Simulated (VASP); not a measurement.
# ErAlS2: single point with PBE

Crystal: ErAlS2.

```xyz
4
Lattice="3.5106 0.0000 0.0000 -1.7553 3.0403 0.0000 0.0000 0.0000 8.5533" Properties=species:S:1:pos:R:3 pbc="T T T"
Er    0.0000    0.0000    4.2767
Al    0.0000    0.0000    0.0000
S     0.0000    0.0000    2.1093
S     0.0000    0.0000    6.4440
```

The cell was built from a structure type or drawn by symmetry, and may not be a known phase.

| Property | Result |
| --- | --- |
| Program | VASP 6.6.1 |
| Task | single point |
| Functional | PBE |
| Potentials or basis | VASP PAW PBE potentials, release 64 (Er_3, Al, S), 4f in core |
| Cutoff | 500 eV |
| k mesh | 6 × 6 × 2 |
| Occupations | gaussian, width 0.1 eV |
| Spin | no spin polarisation |

```json
{
  "Pressure": "21.1 GPa",
  "Largest force": "5.158 eV/Å",
  "Band gap on the k mesh": "zero (bands 12 and 13 overlap by 1.20 eV)"
}
```

Forces on the atoms (eV/Å):
```
Er   0.000  0.000  0.000
Al   0.000  0.000  0.000
S    0.000  0.000 -5.158
S    0.000  0.000  5.158
```

Stress tensor (GPa, compression positive):
```
 6.39  0.00  0.00
 0.00  6.39  0.00
 0.00  0.00 50.37
```

Levels at points of the mesh, in eV from the Fermi level:
```
           k point  band 9  band 10  band 11  band 12  band 13  band 14  band 15  band 16
(0.00, 0.00, 0.00)   -0.90    -0.90    -0.55    -0.29    -0.29     2.80     2.80     5.45
(0.50, 0.00, 0.00)   -2.17    -1.66    -1.14    -0.46     0.02     1.74     2.14     4.32
(0.00, 0.00, 0.50)   -0.99    -0.99    -0.14    -0.14     0.72     2.80     2.80     4.79
(0.50, 0.00, 0.50)   -3.64    -1.79    -0.91    -0.76    -0.46     2.80     3.23     3.58
```

Wall time 15 s on 1 thread of AMD EPYC 9R45 96-Core Processor (Zen 5), with other jobs on the host, peak memory 0.19 GiB.

Caveat: the k points lie up to 0.37 Å⁻¹ apart, too coarse for converged energies and pressures of a metal; spin-orbit coupling is left out, which moves the levels of the heavy elements; the 4f electrons are frozen in the core, so they carry no moment and show no levels; the run has no spin polarisation, though such a crystal can be magnetic; forces of over 1 eV/Å act on the atoms, so gaps and moduli don't describe the material at rest. With open d or f shells a metallic result of PBE can be an artefact of self-interaction; +U or a hybrid may open a gap.
